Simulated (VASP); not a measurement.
Set up this calculation in VASP 6.6.1, as the native input.

| Item | Value |
| --- | --- |
| Task | single point |
| Functional | PBE |
| Potentials or basis | VASP PAW PBE potentials, release 64 (Sn_d, Se) |
| Cutoff | 520 eV |
| k mesh | 6 × 6 × 6 |
| Occupations | fermi-dirac, width 0.01 eV |
| Spin | no spin polarisation |
| Dipole correction | no |
| Further INCAR settings | ALGO = Normal; EDIFF = 1e-07; NBANDS = 17 |

The structure of SnSe lies in POSCAR:

```
SnSe
1.0
    0.0000000000      3.3672775853      3.3672775853
    3.3672775853      0.0000000000      3.3672775853
    3.3672775853      3.3672775853      0.0000000000
Sn Se
1 1
Direct
    0.0000000000      0.0000000000      0.0000000000
    0.2500000000      0.2500000000      0.2500000000
```

The input as run:

INCAR

```
SYSTEM = SnSe
  PREC = Accurate
  ENCUT = 520
  EDIFF = 1E-7
  ISMEAR = -1
  SIGMA = 0.01
  LREAL = .FALSE.
  LASPH = .TRUE.
  NELM = 100
  ALGO = Normal
  ISIF = 2
  LWAVE = .FALSE.
  LCHARG = .FALSE.
  GGA = PE
  NBANDS = 17
```

KPOINTS

```
Automatic mesh
0
G
  6 6 6
  0 0 0
```

Potentials or basis: VASP PAW PBE potentials, release 64 (Sn_d, Se).

Command:

```sh
$ cat potpaw_PBE.64/Sn_d/POTCAR potpaw_PBE.64/Se/POTCAR > POTCAR
$ mpirun -np 1 vasp_std > vasp.out
```

It gave:

The pressure is 0.7 GPa and the band gap on the k mesh is 0.16 eV (least direct gap 0.65 eV).

Caveat: spin-orbit coupling is left out, which moves the levels of the heavy elements.

Wall time 24 s on 1 thread of Intel Xeon 8259CL, with other jobs on the host, peak memory 0.2 GiB.
